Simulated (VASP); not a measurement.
Crystal: Co.

```
Co
1.0
     2.29480    0.00000    0.00000
    -1.14740    1.98736    0.00000
     0.00000    0.00000    3.73290
Co
2
Direct
  0.66667 0.33333 0.75000
  0.33333 0.66667 0.25000
```

This cell differs from its parent crystal: volume scaled by 0.8.

* Program: VASP 6.6.1
* Task: relaxation of cell and atoms
* Functional: PBE
* Potentials or basis: VASP PAW PBE potentials, release 64 (Co)
* Cutoff: 600 eV
* k mesh: 12 × 12 × 7
* Occupations: gaussian, width 0.01 eV
* Spin: collinear spin, ferromagnetic start
* Starting moments: [2.0, 2.0] μB
* Hubbard terms: Co d U = 7.0 eV

At the start: pressure 62.8 GPa; volume 8.51 Å³/atom.

Task: How do energy, volume and symmetry change on relaxing?

Result: Over 6 steps the energy falls by 1353.7 meV/atom and the volume is 13.70 Å³/atom (+60.9 %); space group P6_3/mmc (No. 194, to 0.05 Å); moment 4.58 μB per cell.

Step by step:
```tsv
step	energy change (eV)	largest force (eV/Å)	pressure (GPa)	volume (Å³)
1	0.0000	0.0000	62.78	17.02
2	-2.6130	0.0000	3.13	26.63
3	-2.6196	0.0000	1.55	27.02
4	-2.6882	0.0000	-0.06	27.24
5	-2.7057	0.0000	-0.01	27.36
6	-2.7075	0.0000	0.00	27.40
```

Final structure:
```yaml
crystal:
  lattice:
    - [2.81517, 0.00000, 0.00000]
    - [-1.40758, 2.43801, 0.00000]
    - [0.00000, 0.00000, 3.99209]
  atoms:
    - { symbol: Co, position: [0.66667, 0.33333, 0.75000] }
    - { symbol: Co, position: [0.33333, 0.66667, 0.25000] }
```

Caveat: the cell differs from its parent crystal (volume scaled by 0.8); the electronic state changed during the relaxation; the volume moved by over 15 % at a fixed basis, so the end points are rough; the U is typed as a test and isn't derived for this compound.
